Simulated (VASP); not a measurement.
Here is a VASP 6.6.1 calculation.

File INCAR:

```
SYSTEM = Ti
ALGO = Normal
EDIFF = 1E-7
ENCUT = 520
ISIF = 2
ISMEAR = -1
LASPH = .TRUE.
LCHARG = .FALSE.
LREAL = .FALSE.
LWAVE = .FALSE.
NBANDS = 12
NELM = 80
PREC = Accurate
SIGMA = 0.1
```

File KPOINTS:

```
k-points
0
G
  9 9 4
  0 0 0
```

File POSCAR:

```
Ti
1.0
    3.0531440000      0.0000000000      0.0000000000
   -1.5265720000      2.6441000000      0.0000000000
    0.0000000000      0.0000000000      6.4505920000
Ti
1
Direct
    0.0000000000      0.0000000000      0.5000000000
```

Potentials or basis: VASP PAW LDA potentials, release 64 (Ti_sv).

Command:

```sh
$ cat potpaw_LDA.64/Ti_sv/POTCAR > POTCAR
$ mpirun -np 1 vasp_std > vasp.out
```

Problem. Predict the pressure.

Solution. -8.0 GPa.

Problem. Predict the band gap on the k mesh.

Solution. Zero (band 6 reaches 0.37 eV, above the bottom of band 7 at 0.06 eV).

Stress tensor (GPa, compression positive):
```
-11.48   0.00   0.00
  0.00 -11.48   0.00
  0.00   0.00  -1.02
```
